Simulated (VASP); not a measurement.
# CO2 (R-3) in VASP: electric field gradients with PBE

Aim: the electric field gradients of CO2 with PBE.

All numbers are computed with VASP 6.6.1; they aren't measurements. Logs are shortened: lines on timing, memory, paths and dates and some standing lists are left out, and cuts for length are marked.

## (1) The cell of the first run

The structure is trigonal, space group R-3 (No. 148). The conventional cell has a = 7.908 Å, b = 7.908 Å, c = 9.831 Å, α = 90.00°, β = 90.00°, γ = 120.00°. Within 1.6 Å of C (site symmetry -3) lie 2 O at 1.18 Å. Within 1.6 Å of C (site symmetry -1) lie 2 O at 1.16 Å. Within 1.6 Å of O (site symmetry 3) lie 1 C at 1.18 Å. O (site symmetry 1) has 1 C at 1.16 Å within 1.6 Å.

## (2) Electric field gradients, PBE (equal xy, yz and zx shear strains of +1 %)

File INCAR:

```
ALGO = Normal
EDIFF = 1E-8
ENCUT = 520
GGA = PE
ISIF = 2
ISMEAR = -1
LASPH = T
LCHARG = F
LEFG = T
LREAL = F
LWAVE = F
NBANDS = 44
NELM = 100
PREC = Accurate
SIGMA = 0.02
```

File KPOINTS:

```
k-points
0
Gamma
  4 4 4
```

File POSCAR:

```
CO2
1.0
    5.6200000000      0.0281000000      0.0281000000
    0.0281000000      5.6200000000      0.0281000000
    0.0281000000      0.0281000000      5.6200000000
C O
4 8
Direct
    0.0000000000      0.0000000000      0.0000000000
    0.5000000000      0.0000000000      0.5000000000
    0.5000000000      0.5000000000      0.0000000000
    0.0000000000      0.5000000000      0.5000000000
    0.1200165072      0.1200165072      0.1200165072
    0.3799834928      0.8799834928      0.6200165072
    0.6200165072      0.3799834928      0.8799834928
    0.8799834928      0.6200165072      0.3799834928
    0.8799834928      0.8799834928      0.8799834928
    0.6200165072      0.1200165072      0.3799834928
    0.3799834928      0.6200165072      0.1200165072
    0.1200165072      0.3799834928      0.6200165072
```

Potentials or basis: VASP PAW PBE potentials, release 64 (C, O).

Command:

```sh
$ cat potpaw_PBE.64/C/POTCAR potpaw_PBE.64/O/POTCAR > POTCAR
$ mpirun -np 1 vasp_std > vasp.out
```

OUTCAR:

```text
EDIFF = 1E-8
   ENCUT = 520
   GGA = PE
   ISIF = 2
   ISMEAR = -1
   LASPH = T
   LREAL = F
   NELM = 100
   PREC = Accurate

 ion  position               nearest neighbor table
   1  0.000  0.000  0.000-   5 1.18   9 1.18
   2  0.500  0.000  0.500-   6 1.16  10 1.16
   3  0.500  0.500  0.000-   7 1.16  11 1.16
   4  0.000  0.500  0.500-   8 1.16  12 1.16
   5  0.120  0.120  0.120-   1 1.18
   6  0.380  0.880  0.620-   2 1.16
   7  0.620  0.380  0.880-   3 1.16
   8  0.880  0.620  0.380-   4 1.16
   9  0.880  0.880  0.880-   1 1.18
  10  0.620  0.120  0.380-   2 1.16
  11  0.380  0.620  0.120-   3 1.16
  12  0.120  0.380  0.620-   4 1.16

  LATTYP: Found a trigonal (rhomboedric) cell.
 ALAT       =     5.6201404982
 COS(alpha) =     0.0100244988

  Lattice vectors:

 A1 = (   5.6200000000,   0.0281000000,   0.0281000000)
 A2 = (   0.0281000000,   5.6200000000,   0.0281000000)
 A3 = (   0.0281000000,   0.0281000000,   5.6200000000)

Analysis of symmetry for initial positions (statically):
=====================================================================
 Subroutine PRICEL returns:
 Original cell was already a primitive cell.

 Routine SETGRP: Setting up the symmetry group for a
 trigonal (rhombohedral) supercell.

 Subroutine GETGRP returns: Found  6 space group operations
 (whereof  6 operations were pure point group operations)
 out of a pool of 12 trial point group operations.

The static configuration has the point symmetry S_6 .

Analysis of symmetry for dynamics (positions and initial velocities):
=====================================================================
 Subroutine PRICEL returns:
 Original cell was already a primitive cell.

 Routine SETGRP: Setting up the symmetry group for a
 trigonal (rhombohedral) supercell.

 Subroutine GETGRP returns: Found  6 space group operations
 (whereof  6 operations were pure point group operations)
 out of a pool of 12 trial point group operations.

The dynamic configuration has the point symmetry S_6 .

 Subroutine INISYM returns: Found  6 space group operations
 (whereof  6 operations are pure point group operations),
 and found     1 'primitive' translations

----------------------------------------------------------------------------------------

                                     Primitive cell

  volume of cell :     177.4911

  direct lattice vectors                    reciprocal lattice vectors
     5.620000000  0.028100000  0.028100000     0.177944796 -0.000885297 -0.000885297
     0.028100000  5.620000000  0.028100000    -0.000885297  0.177944796 -0.000885297
     0.028100000  0.028100000  5.620000000    -0.000885297 -0.000885297  0.177944796

  length of vectors
     5.620140498  5.620140498  5.620140498     0.177949200  0.177949200  0.177949200

  position of ions in fractional coordinates (direct lattice)
     0.000000000  0.000000000  0.000000000
     0.500000000  1.000000000  0.500000000
     0.500000000  0.500000000  1.000000000
     1.000000000  0.500000000  0.500000000
     0.120016507  0.120016507  0.120016507
     0.379983493  0.879983493  0.620016507
     0.620016507  0.379983493  0.879983493
     0.879983493  0.620016507  0.379983493
     0.879983493  0.879983493  0.879983493
     0.620016507  0.120016507  0.379983493
     0.379983493  0.620016507  0.120016507
     0.120016507  0.379983493  0.620016507

  ion indices of the primitive-cell ions
   primitive index   ion index
                 1           1
                 2           2
                 3           3
                 4           4
                 5           5
                 6           6
                 7           7
                 8           8
                 9           9
                10          10
                11          11
                12          12

----------------------------------------------------------------------------------------

 KPOINTS: k-points

Automatic generation of k-mesh.
 Grid dimensions read from file:
 generate k-points for:    4    4    4

 Generating k-lattice:

  Cartesian coordinates                     Fractional coordinates (reciprocal lattice)
     0.044486199 -0.000221324 -0.000221324     0.250000000 -0.000000000 -0.000000000
    -0.000221324  0.044486199 -0.000221324    -0.000000000  0.250000000 -0.000000000
    -0.000221324 -0.000221324  0.044486199    -0.000000000 -0.000000000  0.250000000
[... 39 lines left out ...]
   ICHARG =      2    charge: 1-file 2-atom 10-const
   ISPIN  =      1    spin polarized calculation?
   LNONCOLLINEAR =      F non collinear calculations
   LSORBIT =      F    spin-orbit coupling
   LASPH  =      T    aspherical Exc in radial PAW
   ENCUT  =  520.0 eV  38.22 Ry    6.18 a.u.  10.45 10.45 10.45*2*pi/ulx,y,z
   NELM   =    100;   NELMIN=  2; NELMDL= -5     # of ELM steps
   EDIFF  = 0.1E-07   stopping-criterion for ELM
   LREAL  =      F    real-space projection
   EDIFFG = 0.1E-06   stopping-criterion for IOM
   NSW    =      0    number of steps for IOM
   IBRION =     -1    ionic relax: 0-MD 1-quasi-New 2-CG
   NFREE  =      0    steps in history (QN), initial steepest desc. (CG)
   ISIF   =      2    stress and relaxation
   ISYM   =      2    0-nonsym 1-usesym 2-fastsym
   POTIM  = 0.5000    time-step for ionic-motion
   TEBEG  =    0.0;   TEEND  =   0.0 temperature during run
   PSTRESS=    0.0 pullay stress
   NELECT =      64.0000    total number of electrons
   NUPDOWN=      -1.0000    fix difference up-down
   EMIN   =  10.00;   EMAX   =-10.00  energy-range for DOS
   EFERMI =   0.00;   METHOD = LEGACY
   ISMEAR =    -1;   SIGMA  =   0.02  broadening in eV -4-tet -1-fermi 0-gaus
   EFERMI_NEDOS =   21; number of points for ismear=-14 and -15
   IALGO  =     38    algorithm
   IMIX   =      4    mixing-type and parameters
     AMIX     =   0.40;   BMIX     =  1.00
     AMIX_MAG =   1.60;   BMIX_MAG =  1.00
  volume/ion in A,a.u.               =      14.79        99.81
  Fermi-wavevector in a.u.,A,eV,Ry     =   1.165224  2.201954 18.473261  1.357746
  Thomas-Fermi vector in A             =   2.301752
   LORBIT       =      0    0 simple, 1 ext, 2 COOP (PROOUT), +10 PAW based schemes
   GGA     = PE    functional components
   LHFCALC =     F    Hartree Fock is set to
   AEXX    =    0.0000 exact exchange contribution
   IVDW    =     0    specifies the selected vdW correction
   LEPSILON=     F    determine dielectric tensor
   LRPA    =     F    only Hartree local field effects (RPA)
 non-spin polarized calculation
  energy-cutoff  :      520.00
  volume of cell :      177.49
 maximum number of plane-waves:      4801
 NGX is ok and might be reduce to    42
   NGX = 21   NGY = 21   NGZ = 21

 number of electron      63.9999948 magnetization

 Free energy of the ion-electron system (eV)
  ---------------------------------------------------
  ext. energy  EPLUGINS =         0.00000000
  ---------------------------------------------------
  free energy    TOTEN  =       -92.10699370 eV

  energy without entropy =      -92.10699370  energy(sigma->0) =      -92.10699370

 E-fermi :  -3.1547     XC(G=0):  -7.8449

 val. band max:       -3.6654929591   @ k =   0.0000   0.0000   0.0000
 cond. band min:       3.1038101752   @ k =   0.0000   0.0000   0.0000
 fundamental gap:      6.7693031344
 Fermi energy:        -3.1547257552

 k-point     1 :       0.0000    0.0000    0.0000
  band No.  band energies     occupation
      1     -24.2811      2.00000
      2     -24.1050      2.00000
      3     -24.1050      2.00000
      4     -23.9290      2.00000
      5     -23.1735      2.00000
      6     -23.1735      2.00000
[... 647 lines left out ...]
     43       6.0407      0.00000
     44       6.0407      0.00000

------------------------ aborting loop because EDIFF is reached ----------------------------------------

  FORCE on cell =-STRESS in cart. coord.  units (eV):
  Direction    XX          YY          ZZ          XY          YZ          ZX
  --------------------------------------------------------------------------------------
  -------------------------------------------------------------------------------------
  Total        3.2284462      3.2284462      3.2284462     -1.3218950     -1.3218950     -1.3218950
  in kB       29.1425567     29.1425567     29.1425567    -11.9324891    -11.9324891    -11.9324891
  external PRESSURE =      29.1425567 kB  Pullay stress =       0.0000000 kB

 VOLUME and BASIS-vectors are now :
 -----------------------------------------------------------------------------
  energy-cutoff  :      520.00
  volume of cell :      177.49
      direct lattice vectors                 reciprocal lattice vectors
     5.620000000  0.028100000  0.028100000     0.177944796 -0.000885297 -0.000885297
     0.028100000  5.620000000  0.028100000    -0.000885297  0.177944796 -0.000885297
     0.028100000  0.028100000  5.620000000    -0.000885297 -0.000885297  0.177944796

 POSITION                                       TOTAL-FORCE (eV/Angst)
 -----------------------------------------------------------------------------------
      0.00000      0.00000      0.00000         0.000000     -0.000000      0.000000
      2.82405      0.02810      2.82405        -0.000000     -0.000000      0.000000
      2.82405      2.82405      0.02810         0.000000     -0.000000      0.000000
      0.02810      2.82405      2.82405         0.000000     -0.000000      0.000000
      0.68124      0.68124      0.68124        -0.320094     -0.320094     -0.320094
      2.17766      4.97361      3.51990        -0.618612     -0.629725      0.615420
      3.51990      2.17766      4.97361         0.615420     -0.618612     -0.629725
      4.97361      3.51990      2.17766        -0.629725      0.615420     -0.618612
      4.99496      4.99496      4.99496         0.320094      0.320094      0.320094
      3.49854      0.70259      2.15630         0.618612      0.629725     -0.615420
      2.15630      3.49854      0.70259        -0.615420      0.618612      0.629725
      0.70259      2.15630      3.49854         0.629725     -0.615420      0.618612
 -----------------------------------------------------------------------------------
    total drift:                                0.000000      0.000000     -0.000000

  FREE ENERGIE OF THE ION-ELECTRON SYSTEM (eV)
  ---------------------------------------------------
  free  energy   TOTEN  =       -92.1069937000 eV

  energy  without entropy=      -92.1069937000  energy(sigma->0) =      -92.10699370

 Electric field gradients (V/A^2)
---------------------------------------------------------------------
 ion       V_xx      V_yy      V_zz      V_xy      V_xz      V_yz
---------------------------------------------------------------------
   1      -0.000     0.000    -0.000   -24.592   -24.592   -24.592
   2      -0.142    -0.182     0.325   -25.279    25.038    25.029
   3       0.325    -0.142    -0.182    25.038    25.029   -25.279
   4      -0.182     0.325    -0.142    25.029   -25.279    25.038
   5      -0.000     0.000    -0.000    37.095    37.095    37.095
   6       0.237     0.171    -0.409    33.474   -33.080   -33.112
   7      -0.409     0.237     0.171   -33.080   -33.112    33.474
   8       0.171    -0.409     0.237   -33.112    33.474   -33.080
   9      -0.000    -0.000    -0.000    37.095    37.095    37.095
  10       0.237     0.171    -0.409    33.474   -33.080   -33.112
  11      -0.409     0.237     0.171   -33.080   -33.112    33.474
  12       0.171    -0.409     0.237   -33.112    33.474   -33.080
---------------------------------------------------------------------

 Electric field gradients after diagonalization (V/A^2)
 (convention: |V_zz| > |V_xx| > |V_yy|)
----------------------------------------------------------------------
 ion       V_xx      V_yy      V_zz     asymmetry (V_yy - V_xx)/ V_zz
----------------------------------------------------------------------
   1      24.592    24.592   -49.185       0.000
   2      25.133    25.100   -50.232       0.001
   3      25.133    25.100   -50.232       0.001
   4      25.133    25.100   -50.232       0.001
   5     -37.095   -37.095    74.190       0.000
   6     -33.283   -33.164    66.446       0.002
   7     -33.283   -33.164    66.446       0.002
   8     -33.283   -33.164    66.446       0.002
   9     -37.095   -37.095    74.190       0.000
  10     -33.283   -33.164    66.446       0.002
  11     -33.283   -33.164    66.446       0.002
  12     -33.283   -33.164    66.446       0.002
----------------------------------------------------------------------

           NMR quadrupolar parameters

 Cq : quadrupolar parameter    Cq=e*Q*V_zz/h
 eta: asymmetry parameters     (V_yy - V_xx)/ V_zz
 Q  : nuclear electric quadrupole moment in mb (millibarn)
----------------------------------------------------------------------
 ion       Cq(MHz)       eta       Q (mb)
----------------------------------------------------------------------
   1      -0.119       0.000       1.000
   2      -0.121       0.001       1.000
   3      -0.121       0.001       1.000
   4      -0.121       0.001       1.000
   5       0.179       0.000       1.000
   6       0.161       0.002       1.000
   7       0.161       0.002       1.000
   8       0.161       0.002       1.000
   9       0.179       0.000       1.000
  10       0.161       0.002       1.000
  11       0.161       0.002       1.000
  12       0.161       0.002       1.000
----------------------------------------------------------------------
```

It took 1.8 min on 1 thread of Intel Xeon Platinum 8259CL at 2.50GHz (Skylake/Cascade Lake), shared host; peak memory 0.28 GiB.

Results:

```yaml
Free_energy: -92.1070 eV
Pressure: 2.9 GPa
Largest_force: 1.076 eV/Å
Band_gap_on_the_k_mesh: 6.77 eV
Largest_electric_field_gradient_by_atom: C -49.2, -50.2 (each value once); O +74.2, +66.4 (each value once) V/Å²
```

Forces in eV/Å, atoms in the order of the input:
```
C    0.000  0.000  0.000
C    0.000  0.000  0.000
C    0.000  0.000  0.000
C    0.000  0.000  0.000
O   -0.320 -0.320 -0.320
O   -0.619 -0.630  0.615
O    0.615 -0.619 -0.630
O   -0.630  0.615 -0.619
O    0.320  0.320  0.320
O    0.619  0.630 -0.615
O   -0.615  0.619  0.630
O    0.630 -0.615  0.619
```

Electric field gradients, principal values (V/Å²):
```csv
atom,least,middle,greatest (by size)
1 C,24.592,24.592,-49.185
2 C,25.100,25.133,-50.232
3 C,25.100,25.133,-50.232
4 C,25.100,25.133,-50.232
5 O,-37.095,-37.095,74.190
6 O,-33.164,-33.283,66.446
7 O,-33.164,-33.283,66.446
8 O,-33.164,-33.283,66.446
9 O,-37.095,-37.095,74.190
10 O,-33.164,-33.283,66.446
11 O,-33.164,-33.283,66.446
12 O,-33.164,-33.283,66.446
```

Caveat: the cell differs from its parent crystal (equal xy, yz and zx shear strains of +1 %); this functional lacks dispersion, which holds the molecules together, so the pressure and a relaxed volume are unreliable; without QUAD_EFG the Cq values of the log hold for a quadrupole moment of 1 mb, not for the nuclei; forces of over 1 eV/Å act on the atoms, so gaps and moduli don't describe the material at rest.
